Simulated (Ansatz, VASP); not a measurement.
**HfO2 in VASP and in Ansatz**

File INCAR:

```
SYSTEM = HfO2
PREC = Accurate
ENCUT = 520
EDIFF = 1E-6
ISMEAR = 0
SIGMA = 0.05
LREAL = .FALSE.
LASPH = .TRUE.
NELM = 80
ALGO = Normal
ISIF = 2
LWAVE = .FALSE.
LCHARG = .FALSE.
GGA = PE
NBANDS = 18
```

KPOINTS

```
regular mesh
0
G
  8 8 8
  0 0 0
```

POSCAR

```
HfO2
1.0
    0.0000000000      2.4935625000      2.4935625000
    2.4935625000      0.0000000000      2.4935625000
    2.4935625000      2.4935625000      0.0000000000
Hf O
1 2
Direct
    0.0000000000      0.0000000000      0.0000000000
    0.2500000000      0.2500000000      0.2500000000
    0.7500000000      0.7500000000      0.7500000000
```

Input for Ansatz:

```yaml
crystal:
  lattice:
    - [0.0, 2.4935625, 2.4935625]
    - [2.4935625, 0.0, 2.4935625]
    - [2.4935625, 2.4935625, 0.0]
  atoms:
    - { symbol: Hf, position: [0.0, 0.0, 0.0] }
    - { symbol: O, position: [0.25, 0.25, 0.25] }
    - { symbol: O, position: [0.75, 0.75, 0.75] }
basis:
  ecutwfc: 420
kpoints:
  mp_grid: { grid: [8, 8, 8] }
hamiltonian:
  xc: pbe
scf:
  occupations: { method: gaussian, width: 0.05 }
output:
  forces: true
  stress: true
  eigenvalues: true
```

Change from the starting cell: strain -0.025 along x and y, -0.025 along z, atoms carried along.

Alike in both runs: task single point; functional PBE; k mesh 8 × 8 × 8; occupations gaussian, width 0.05 eV; no spin polarisation.

```csv
,VASP,Ansatz
version,VASP 6.6.1,Ansatz 0.2.0
potentials or method,"VASP PAW PBE potentials, release 64 (Hf_pv, O), cutoff 520 eV","scalar-relativistic, plane waves, PAW"
valence electrons in the cell,22,38
```

```tsv
	VASP	Ansatz	Ansatz less VASP
gap on the k mesh at the Fermi level (eV)	3.94	3.90	-0.031
least direct gap on the mesh (eV)	3.94	3.90	-0.031
pressure (GPa)	14.3	18.5	+4.24
```

One of these differences is far larger than is usual between the two programs; its cause wasn't traced. The functional is the same, so the differences come from potentials, cutoffs and numerics. VASP's potentials hold 22 valence electrons a cell and Ansatz's 38, so a difference there can come from the potentials and not from the codes.

Neither program's run includes spin-orbit coupling.
